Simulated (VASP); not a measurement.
# CdF2: single point with RPBE

The system is CdF2.

```xyz
3
Lattice="0.0000 2.7977 2.7977 2.7977 0.0000 2.7977 2.7977 2.7977 0.0000" Properties=species:S:1:pos:R:3 pbc="T T T"
Cd    0.0000    0.0000    0.0000
F     1.3989    1.3989    1.3989
F     4.1966    4.1966    4.1966
```

| Property | Result |
| --- | --- |
| Program | VASP 6.6.1 |
| Task | single point |
| Functional | RPBE |
| Potentials or basis | VASP PAW PBE potentials, release 64 (Cd, F) |
| Cutoff | 520 eV |
| k mesh | 6 × 6 × 6 |
| Occupations | fermi-dirac, width 0.3 eV |
| Spin | no spin polarisation |
| Dipole correction | no |
| Further INCAR settings | ALGO = Normal; EDIFF = 1e-06; NBANDS = 20 |

```yaml
Pressure: -0.5 GPa
Band_gap_on_the_k_mesh: 2.88 eV, indirect (least direct gap 3.49 eV)
```

Levels at points of the mesh, in eV from the valence-band top:
```csv
k point,band 10,band 11,band 12,band 13,band 14,band 15,band 16,band 17
"(0.00, 0.00, 0.00)",-0.69,-0.60,-0.60,-0.60,2.88,12.37,12.37,12.37
"(0.50, 0.00, 0.00)",-1.42,-1.42,-0.44,-0.44,6.47,9.04,13.72,13.72
"(0.50, 0.50, 0.00)",-2.36,-0.29,-0.06,-0.06,7.22,9.27,12.06,13.50
```

It took 17 s on 1 thread of AMD EPYC 7R13 Processor (Zen 3), with other jobs on the host, peak memory 0.14 GiB.

Caveat: the PAW data sets were made with another functional, which shifts forces and pressure a little. A k mesh can miss the band edges.
